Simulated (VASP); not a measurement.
# H3C2N in VASP: further runs, part 2 of 2

VASP 6.6.1.

## 3. Single point, PBE+D3(BJ)

INCAR reads:

```
PREC = Accurate
ENCUT = 520
EDIFF = 1E-6
ISMEAR = -1
SIGMA = 0.05
LREAL = Auto
LASPH = True
NELM = 60
ALGO = Normal
ISIF = 2
LWAVE = False
LCHARG = False
GGA = PE
IVDW = 12
NBANDS = 72
```

KPOINTS reads:

```
Automatic mesh
0
Gamma
  1 1 1
```

POSCAR reads:

```
H3C2N
1.0
    8.0517480000      0.0000000000      0.0000000000
    0.0000000000      8.0517480000      0.0000000000
    0.0000000000      0.0000000000      8.0517480000
C N H
12 6 18
Direct
    0.6389171643      0.3027913939      0.3141305466
    0.7333811242      0.3535753975      0.4695253751
   -0.0598751973      0.0713012876      0.8315213044
    0.0354208800      0.1875244978      0.9287921082
    0.1484025581      0.6673706132      0.7595617747
    0.2514733447      0.5401435812      0.6886082376
    0.3177446686      0.7567797701      0.3102059329
    0.1784705632      0.8175616028      0.2146863017
    0.4613780759      0.2520943278      0.8485859220
    0.4090912930      0.1353743311      0.7169623292
    0.6820382357      0.7715467498      0.5860839162
    0.6368679199      0.7231845805      0.7517498064
    0.8234857822      0.4021238618      0.5693173706
    0.1024001248      0.3034496360      0.9818985890
    0.3180427405      0.4645575097      0.5901824051
    0.0548079746      0.8516039002      0.1497563014
    0.3857174864      0.0485981429      0.6073960586
    0.5971995149      0.6833298807      0.8831746846
    0.6916758945      0.3834943667      0.2165740905
    0.6813178952      0.1688080650      0.3038594849
    0.5028349124      0.3186513040      0.3124042133
    0.0074021194      0.0445865916      0.7171237848
   -0.1020896332     -0.0232247706      0.9314995949
   -0.1595305765      0.1429130668      0.7816439362
    0.1257118330      0.6331420208      0.8900179191
    0.1885180709      0.8027449443      0.7310959061
    0.0271618039      0.6307201865      0.7089392266
    0.2852051505      0.6260379734      0.3247741981
    0.4269383493      0.7718448218      0.2308815427
    0.3249356537      0.8269384486      0.4276959488
    0.5638775580      0.3302761090      0.7978888559
    0.3638712985      0.3267861836      0.9054679804
    0.5085479575      0.1516192509      0.9373616760
    0.6304345342      0.9054307214      0.5630081816
    0.8202566697      0.7730992078      0.5606608652
    0.6272054217      0.6773560226      0.5009347039
```

Potentials or basis: VASP PAW PBE potentials, release 64 (C, N, H).

Launch:

```bash
$ cat potpaw_PBE.64/C/POTCAR potpaw_PBE.64/N/POTCAR potpaw_PBE.64/H/POTCAR > POTCAR
$ mpirun -np 1 vasp_gam > vasp.out
```

Run time: 2.6 min. Hardware: 1 thread of Intel Xeon 8259CL, shared host; peak memory 0.47 GiB.

The run converged. Its results:

- Free energy: -221.1745 eV
- Pressure: 0.4 GPa
- Largest force: 4.346 eV/Å
- Band gap on the k mesh: 6.10 eV
- Dispersion energy per atom: -0.046 eV

Forces on the atoms (eV/Å):
```
C    1.566 -0.389  1.274
C   -2.217 -0.378 -2.719
C   -0.051 -0.544  1.962
C   -0.116  0.572 -0.939
C   -0.464  0.115  0.698
C   -1.608  3.079  1.254
C   -0.531  0.373 -0.651
C    0.087 -0.058  0.595
C    1.059 -2.226 -0.088
C    0.478  3.297  2.296
C    0.167  1.369 -1.029
C    0.733  0.410 -1.206
N    1.014  0.354  1.505
N    0.436  0.373  0.777
N    2.305 -2.643 -2.567
N   -0.769  0.426 -0.582
N   -0.737 -2.161 -2.208
N   -0.538 -0.440  1.703
H    0.035 -0.426 -0.117
H   -0.679  0.910 -0.589
H    0.318 -0.178  0.610
H    0.410 -1.047  0.199
H    0.461  0.242 -1.945
H   -1.307  0.541 -0.050
H    0.372  0.805  0.252
H   -0.385 -1.821  0.495
H   -0.306  0.607 -0.383
H    0.492 -0.336  0.468
H    0.435 -0.132  0.237
H    0.236 -0.238 -0.163
H   -0.381 -0.344  0.380
H   -0.155 -0.212 -0.089
H   -0.003  1.409 -0.015
H    0.493 -1.842  0.075
H   -0.934 -0.098  0.451
H    0.084  0.632  0.108
```

Stress tensor (GPa, compression positive):
```
 0.94 -0.99  0.21
-0.99 -1.02  1.77
 0.21  1.77  1.36
```

Levels at points of the mesh, in eV from the valence-band top:
```tsv
k point	band 46	band 47	band 48	band 49	band 50	band 51
(0.00, 0.00, 0.00)	-0.21	-0.15	0.00	6.10	6.60	6.85
```

Caveat: the k points lie up to 0.78 Å⁻¹ apart; the atoms stand as in a frame of molecular dynamics.

## 4. Single point, PBE+D3(BJ)

INCAR reads:

```
PREC     = Accurate       # precision mode
ENCUT    = 520            # plane-wave cutoff, eV
EDIFF    = 1E-6           # SCF threshold, eV
ISMEAR   = -1             # smearing method
SIGMA    = 0.05           # smearing width, eV
LREAL    = Auto         
LASPH    = True           # aspherical terms in the spheres
NELM     = 100            # most SCF steps
ALGO     = Normal         # electronic algorithm
ISIF     = 2              # what is computed and relaxed
LWAVE    = False          # write WAVECAR
LCHARG   = True           # write CHGCAR
GGA      = PE             # functional
IVDW     = 12             # dispersion correction
LELF     = True           # ELF
LVHAR    = True         
NBANDS   = 72             # bands
```

KPOINTS is that of step 3.

POSCAR reads:

```
H3C2N
1.0
    8.0517480000      0.0000000000      0.0000000000
    0.0000000000      8.0517480000      0.0000000000
    0.0000000000      0.0000000000      8.0517480000
C N H
12 6 18
Direct
    0.6490764490      0.3155836472      0.2770081726
    0.7196325568      0.3399510268      0.4417053291
   -0.0669047268      0.0927500463      0.8176857994
    0.0114509297      0.2247089700      0.9108456946
    0.1517434475      0.6980968605      0.7427455504
    0.2507033255      0.5967772464      0.6369921165
    0.3153849326      0.7593009617      0.3035862523
    0.1578166629      0.7832212335      0.2157916517
    0.4717236555      0.2567020230      0.8412583206
    0.3943615722      0.1489366036      0.7195952978
    0.6816532261      0.7707643111      0.5697147998
    0.6559942015      0.7321639972      0.7429815240
    0.8028815606      0.3818301318      0.5497439811
    0.0814357330      0.3379142020      0.9703979807
    0.3209613614      0.4948118098      0.5581024145
    0.0526096942      0.8348870332      0.1307542164
    0.3469184580      0.0469090687      0.6288572370
    0.6133699167      0.7104420059      0.8794363659
    0.6654331457      0.4166176090      0.1872015865
    0.7092248789      0.2007886983      0.2232807087
    0.5148944055      0.3059832474      0.2863725988
    0.0102834813      0.0374080262      0.7142921015
   -0.1059894075     -0.0081100402      0.8964264654
   -0.1780855536      0.1391499088      0.7527682188
    0.1469246181      0.6450773174      0.8620115781
    0.2079300048      0.8226536648      0.7641694698
    0.0265904994      0.7240291177      0.6933525490
    0.3136834387      0.6292422465      0.3487938271
    0.4256839633      0.7841278689      0.2253051139
    0.3273202291      0.8374206446      0.4141088370
    0.5695657639      0.3336294181      0.7884623314
    0.3891949922      0.3314932360      0.9210049793
    0.5460429214      0.1719999185      0.9213899889
    0.5878847674      0.8685194817      0.5455709742
    0.8092528480      0.8182571039      0.5525384053
    0.6693701790      0.6565655060      0.4876208247
```

Launch:

```bash
$ cat potpaw_PBE.64/C/POTCAR potpaw_PBE.64/N/POTCAR potpaw_PBE.64/H/POTCAR > POTCAR
$ mpirun -np 1 vasp_gam > vasp.out
```

It took 2.7 min on 1 thread of Intel Xeon 8259CL, shared host; peak memory 0.47 GiB.

The run converged. Its results:

| Quantity | Value |
| --- | --- |
| Free energy | -221.8903 eV |
| Pressure | -0.3 GPa |
| Largest force | 2.720 eV/Å |
| Band gap on the k mesh | 5.79 eV |
| Dispersion energy per atom | -0.045 eV |

Forces in eV/Å, atoms in the order of the input:
```
C    0.008 -1.143 -0.193
C   -0.444  0.438 -2.648
C   -0.214 -0.278 -1.149
C    0.796  0.718 -0.291
C    0.072  2.069 -0.720
C    0.668 -2.182 -0.869
C   -0.374 -0.920 -0.175
C    1.257  1.287 -0.206
C    0.732 -0.577  0.710
C    0.207  0.353  0.377
C    0.243 -0.469 -0.402
C   -0.426 -0.270  0.040
N    0.909  0.226  2.112
N   -0.523 -0.803 -0.128
N   -0.608  1.271  1.074
N   -0.542 -0.400  0.077
N   -0.171 -0.007 -0.227
N    0.168 -0.100  0.289
H    0.619  0.354  0.348
H   -0.666  0.622  0.237
H   -0.441 -0.559  0.070
H   -0.048  0.690  0.890
H   -0.044 -0.516  0.594
H    0.071  0.251  0.159
H   -0.421 -0.916  1.466
H    0.089 -0.388 -0.331
H    0.180 -0.456  0.042
H    0.487  0.396 -0.302
H   -0.445 -0.153 -0.211
H   -0.358  0.232  0.048
H   -0.151  0.445 -0.512
H   -0.130 -0.244 -0.428
H   -0.420  0.066  0.099
H    0.304 -0.200 -0.458
H   -0.247  0.104 -0.156
H   -0.138  1.059  0.777
```

Stress tensor (GPa, compression positive):
```
-0.66  0.53  0.42
 0.53 -0.82 -1.42
 0.42 -1.42  0.66
```

Levels at points of the mesh, in eV from the valence-band top:
| k point | band 46 | band 47 | band 48 | band 49 | band 50 | band 51 |
| --- | --- | --- | --- | --- | --- | --- |
| (0.00, 0.00, 0.00) | -0.44 | -0.42 | 0.00 | 5.79 | 6.26 | 6.36 |

Caveat: the k points lie up to 0.78 Å⁻¹ apart; the atoms stand as in a frame of molecular dynamics.

## 5. The runs side by side

| cell | gap on the mesh (eV) | pressure (GPa) | largest force (eV/Å) |
| --- | --- | --- | --- |
| as given, atomic positions A | 5.77 | -1.6 | 4.48 |
| as given, atomic positions B | 6.10 | 0.4 | 4.35 |
| as given, atomic positions C | 5.79 | -0.3 | 2.72 |

Alike in all rows: task single point; level PBE+D3(BJ); potentials or basis VASP PAW PBE potentials, release 64 (C, N, H); no spin polarisation; k mesh 1 × 1 × 1; cutoff (eV) 520; smearing fermi-dirac 0.05 eV.

Caveats: all runs use coarse meshes; the atoms stand as in a frame of molecular dynamics.

Total energies depend on the potentials used, so only differences within one code and one set of settings carry meaning.
